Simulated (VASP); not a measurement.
# Pt (Fm-3m) in VASP: further runs, part 2 of 2

VASP 6.6.1. The steps go on from the part before.

**3. Single point, PBEsol, collinear spin, ferromagnetic start**

INCAR

```
SYSTEM = Pt
PREC = Accurate ; ENCUT = 520
EDIFF = 1E-6 ; ISMEAR = 0
SIGMA = 0.15 ; LREAL = .FALSE.
LASPH = .TRUE. ; NELM = 150
ALGO = Fast ; ISIF = 2
LWAVE = .FALSE. ; LCHARG = .FALSE.
ISPIN = 2 ; MAGMOM = 0.35
LORBIT = 11 ; NUPDOWN = 0.35
LMAXMIX = 4 ; GGA = PS
NBANDS = 15
```

KPOINTS

```
regular mesh
0
G
  22 22 22
  0 0 0
```

POSCAR

```
Pt
1.0
    0.0000000000      2.0434252976      2.0434252976
    2.0434252976      0.0000000000      2.0434252976
    2.0434252976      2.0434252976      0.0000000000
Pt
1
Direct
    0.0000000000      0.0000000000      0.0000000000
```

Potentials or basis: VASP PAW PBE potentials, release 64 (Pt).

The run is started by

```bash
> cat potpaw_PBE.64/Pt/POTCAR > POTCAR
> mpirun -np 1 vasp_std > vasp.out
```

OUTCAR:

```text
SYSTEM = Pt
   PREC = Accurate
   ENCUT = 520
   EDIFF = 1E-6
   ISMEAR = 0
   LREAL = .FALSE.
   LASPH = .TRUE.
   NELM = 150
   ISIF = 2
   ISPIN = 2
   LORBIT = 11
   NUPDOWN = 0.35
   GGA = PS

 ion  position               nearest neighbor table
   1  0.000  0.000  0.000-

  LATTYP: Found a face centered cubic cell.
 ALAT       =     4.0868505952

  Lattice vectors:

[... 1067 lines left out ...]
     15      41.5099      0.00000

 [... further k-points ...]
[... 5 lines left out ...]
  --------------------------------------------------------------------------------------
  -------------------------------------------------------------------------------------
  Total       -2.7252323     -2.7252323     -2.7252323     -0.0000000      0.0000000      0.0000000
  in kB     -255.8631904   -255.8631904   -255.8631904     -0.0000000      0.0000000      0.0000000
  external PRESSURE =    -255.8631904 kB  Pullay stress =       0.0000000 kB

 VOLUME and BASIS-vectors are now :
 -----------------------------------------------------------------------------
  energy-cutoff  :      520.00
  volume of cell :       17.06
      direct lattice vectors                 reciprocal lattice vectors
     0.000000000  2.043425298  2.043425298    -0.244687193  0.244687193  0.244687193
     2.043425298  0.000000000  2.043425298     0.244687193 -0.244687193  0.244687193
     2.043425298  2.043425298  0.000000000     0.244687193  0.244687193 -0.244687193

 POSITION                                       TOTAL-FORCE (eV/Angst)
 -----------------------------------------------------------------------------------
      0.00000      0.00000      0.00000        -0.000000      0.000000      0.000000
 -----------------------------------------------------------------------------------
    total drift:                               -0.000000      0.000000     -0.000000

  FREE ENERGIE OF THE ION-ELECTRON SYSTEM (eV)
  ---------------------------------------------------
  free  energy   TOTEN  =        -6.7793444228 eV

  energy  without entropy=       -6.7585660718  energy(sigma->0) =       -6.76895525

 total charge

# of ion       s       p       d       tot
------------------------------------------
    1        0.573   0.472   7.953   8.998

 magnetization (x)

# of ion       s       p       d       tot
------------------------------------------
    1       -0.001  -0.005   0.356   0.350
```

Wall time 1.7 min (1 thread of Intel Xeon 6975P-C, shared host); peak memory 0.25 GiB.

What came out:

```yaml
Free_energy: -6.7793 eV
Pressure: -25.6 GPa
Net_moment: 0.35 μB per cell
Site_moments: Pt +0.35 μB
Valence_electrons_inside_the_program's_atomic_spheres: Pt 9.00
```

Caveat: the PAW data sets were made with another functional, which shifts forces and pressure a little; the total moment is fixed, so each spin has its own Fermi level.

**4. Single point, PBEsol, collinear spin, ferromagnetic start**

INCAR

```
ALGO = Normal ; EDIFF = 1E-6
ENCUT = 520 ; GGA = PS
ISIF = 2 ; ISMEAR = 0
ISPIN = 2 ; LASPH = T
LCHARG = T ; LELF = T
LMAXMIX = 4 ; LORBIT = 11
LREAL = F ; LVHAR = T
LWAVE = F ; MAGMOM = 0.15
NBANDS = 15 ; NELM = 150
NUPDOWN = 0.15 ; PREC = Accurate
SIGMA = 0.15
```

KPOINTS

```
k-points
0
Gamma
  22 22 22
```

POSCAR is that of step 3.

The run is started by

```bash
> cat potpaw_PBE.64/Pt/POTCAR > POTCAR
> mpirun -np 1 vasp_std > vasp.out
```

It took 96 s on 1 thread of Intel Xeon 6975P-C, shared host; peak memory 0.25 GiB.

Results (log left out):

| Item | Value |
| --- | --- |
| Free energy | -6.7850 eV |
| Pressure | -25.9 GPa |
| Net moment | 0.15 μB per cell |
| Site moments | Pt +0.15 μB |
| Valence electrons inside the program's atomic spheres | Pt 9.00 |

Caveat: the PAW data sets were made with another functional, which shifts forces and pressure a little; the total moment is fixed, so each spin has its own Fermi level.

**5. Single point, PBEsol, collinear spin, ferromagnetic start**

INCAR

```
PREC     = Accurate       # precision mode
ENCUT    = 520            # plane-wave cutoff, eV
EDIFF    = 1E-6           # SCF threshold, eV
ISMEAR   = 0              # smearing method
SIGMA    = 0.15           # smearing width, eV
LREAL    = F              # projectors in reciprocal space
LASPH    = T              # aspherical terms in the spheres
NELM     = 150            # most SCF steps
ALGO     = Normal         # electronic algorithm
ISIF     = 2              # what is computed and relaxed
LWAVE    = F              # write WAVECAR
LCHARG   = T              # write CHGCAR
ISPIN    = 2              # spin polarisation
MAGMOM   = 0.05           # initial moments
LORBIT   = 11             # projections on sites
NUPDOWN  = 0.05           # fixed moment
LMAXMIX  = 4              # l up to which the mixer works
GGA      = PS             # functional
LELF     = T              # ELF
LVHAR    = T            
NBANDS   = 15             # bands
```

KPOINTS

```
Automatic mesh
0
Gamma
  22 22 22
```

POSCAR is that of step 4.

The run is started by

```bash
> cat potpaw_PBE.64/Pt/POTCAR > POTCAR
> mpirun -np 1 vasp_std > vasp.out
```

It took 88 s on 1 thread of Intel Xeon 6975P-C, shared host; peak memory 0.25 GiB.

It converged, with:

```
Free energy                                           : -6.7859 eV
Pressure                                              : -26.0 GPa
Net moment                                            : 0.05 μB per cell
Site moments                                          : Pt +0.05 μB
Valence electrons inside the program's atomic spheres : Pt 9.00
```

Caveat: the PAW data sets were made with another functional, which shifts forces and pressure a little; the total moment is fixed, so each spin has its own Fermi level.

**6. Single point, PBEsol, collinear spin, ferromagnetic start**

This run uses another cell than the first one, of 15.71 Å³/atom, 0.921 times its volume.

INCAR

```
SYSTEM = Pt
  ALGO = Fast
  EDIFF = 1E-6
  ENCUT = 520
  GGA = PS
  ISIF = 2
  ISMEAR = 0
  ISPIN = 2
  LASPH = .True.
  LCHARG = .True.
  LELF = .True.
  LMAXMIX = 4
  LORBIT = 11
  LREAL = .False.
  LVHAR = .True.
  LWAVE = .False.
  MAGMOM = 0.3
  NBANDS = 15
  NELM = 150
  NUPDOWN = 0.3
  PREC = Accurate
  SIGMA = 0.15
```

KPOINTS

```
k-points
0
Gamma
  22 22 22
  0 0 0
```

POSCAR

```
Pt
1.0
    0.0000000000      1.9879272712      1.9879272712
    1.9879272712      0.0000000000      1.9879272712
    1.9879272712      1.9879272712      0.0000000000
Pt
1
Direct
    0.0000000000      0.0000000000      0.0000000000
```

Potentials or basis: VASP PAW PBE potentials, release 64 (Pt).

The run is started by

```bash
> cat potpaw_PBE.64/Pt/POTCAR > POTCAR
> mpirun -np 1 vasp_std > vasp.out
```

Run time: 1.9 min. Hardware: 1 thread of AMD EPYC 9R45 (Zen 5), shared host; peak memory 0.21 GiB.

It converged, with:

- Free energy: -6.9422 eV
- Pressure: -11.1 GPa
- Net moment: 0.30 μB per cell
- Site moments: Pt +0.30 μB
- Valence electrons inside the program's atomic spheres: Pt 9.18

Caveat: the PAW data sets were made with another functional, which shifts forces and pressure a little; the total moment is fixed, so each spin has its own Fermi level.

**7. Summary**

| fixed moment (μB) | cell | pressure (GPa) | moment (μB) |
| --- | --- | --- | --- |
| 0.25 | a = 2.890 Å, angles 60.0°, 1 atom | -25.8 | 0.25 |
| 0.35 | a = 2.890 Å, angles 60.0°, 1 atom | -25.6 | 0.35 |
| 0.15 | a = 2.890 Å, angles 60.0°, 1 atom | -25.9 | 0.15 |
| 0.05 | a = 2.890 Å, angles 60.0°, 1 atom | -26.0 | 0.05 |
| 0.3 | a = 2.811 Å, angles 60.0°, 1 atom | -11.1 | 0.30 |

Alike in all rows: task single point; level PBEsol; potentials or basis VASP PAW PBE potentials, release 64 (Pt); spin collinear, ferromagnetic start; k mesh 22 × 22 × 22; cutoff (eV) 520; smearing gaussian 0.15 eV.

Caveats: the PAW data sets were made with another functional, which shifts forces and pressure a little; the total moment is fixed, so each spin has its own Fermi level.

Absolute energies hang on the potentials; compare differences alone.
